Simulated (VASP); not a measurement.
Input of a VASP 6.6.1 run:

The input INCAR:

```
SYSTEM = Sb
ALGO     = Normal         ! electronic algorithm
EDIFF    = 1E-8           ! SCF threshold, eV
ENCUT    = 520            ! plane-wave cutoff, eV
GGA      = PS             ! functional
ISIF     = 2              ! what is computed and relaxed
ISMEAR   = -1             ! smearing method
LASPH    = .True.         ! aspherical terms in the spheres
LCHARG   = .False.        ! write CHGCAR
LEFG     = .True.       
LREAL    = .False.        ! projectors in reciprocal space
LWAVE    = .False.        ! write WAVECAR
NBANDS   = 12             ! bands
NELM     = 100            ! most SCF steps
PREC     = Accurate       ! precision mode
SIGMA    = 0.05           ! smearing width, eV
```

File KPOINTS:

```
k-points
0
Gamma
  12 12 7
  0 0 0
```

Contents of POSCAR:

```
Sb
1.0
    3.3234675684      0.0000000000      0.0000000000
   -1.6617337843      2.8782073429      0.0000000000
    0.0000000000      0.0000000000      5.2579641425
Sb
2
Direct
    0.3333333333      0.6666666667      0.2500000000
    0.6666666667      0.3333333333      0.7500000000
```

Potentials or basis: VASP PAW PBE potentials, release 64 (Sb).

Launch:

```console
$ cat potpaw_PBE.64/Sb/POTCAR > POTCAR
$ mpirun -np 1 vasp_std > vasp.out
```

(1) Estimate the pressure.

(2) Predict the band gap on the k mesh.

Answers

(1) 2.9 GPa.

(2) zero (band 5 reaches 13.54 eV, above the bottom of band 6 at 6.19 eV).

Caveat: without QUAD_EFG the Cq values of the log hold for a quadrupole moment of 1 mb, not for the nuclei; the PAW data sets were made with another functional, which shifts forces and pressure a little; spin-orbit coupling is left out, which moves the levels of the heavy elements.
